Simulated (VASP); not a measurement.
**Be4TeSe3: single point with PBE**

Crystal: Be4TeSe3.

```
Be Te Se
1.0
     5.10220    0.00000    0.00000
     0.00000    5.10220    0.00000
     0.00000    0.00000    5.10220
Be Te Se
4 1 3
Direct
  0.00000 0.50000 0.50000
  0.50000 0.00000 0.50000
  0.50000 0.50000 0.00000
  0.00000 0.00000 0.00000
  0.50000 0.50000 0.50000
  0.50000 0.00000 0.00000
  0.00000 0.50000 0.00000
  0.00000 0.00000 0.50000
```

```json
{"Program": "VASP 6.6.1", "Task": "single point", "Functional": "PBE", "Potentials or basis": "VASP PAW PBE potentials, release 64 (Be, Te, Se)", "Cutoff": "600 eV", "k mesh": "2 × 2 × 2", "Occupations": "gaussian, width 0.15 eV", "Spin": "no spin polarisation", "Dipole correction": "no", "Further INCAR settings": "ALGO = Normal; EDIFF = 1e-06; NBANDS = 26"}
```

```json
{
  "Pressure": "0.0 GPa",
  "Band gap on the k mesh": "zero (band 16 reaches 5.51 eV, above the bottom of band 17 at 5.28 eV)"
}
```

Levels at points of the mesh, in eV from the Fermi level:
```
           k point  band 13  band 14  band 15  band 16  band 17  band 18  band 19  band 20
(0.00, 0.00, 0.00)    -2.82    -0.31    -0.31    -0.18    -0.18    -0.18     0.15     3.19
(0.50, 0.00, 0.00)    -1.79    -1.79    -1.73    -1.73     1.90     2.09     3.60     4.19
(0.50, 0.50, 0.00)    -0.71    -0.62    -0.38    -0.38     2.79     2.92     2.92     3.02
(0.50, 0.50, 0.50)    -0.40     0.04     0.04     0.04     2.85     2.85     2.85     2.86
```

Wall time 30 s on 1 thread of AMD EPYC 7R43 64-Core Processor (Zen 3), on a shared host, peak memory 0.22 GiB.

Caveat: the k points lie up to 0.62 Å⁻¹ apart; spin-orbit coupling is left out, which moves the levels of the heavy elements.
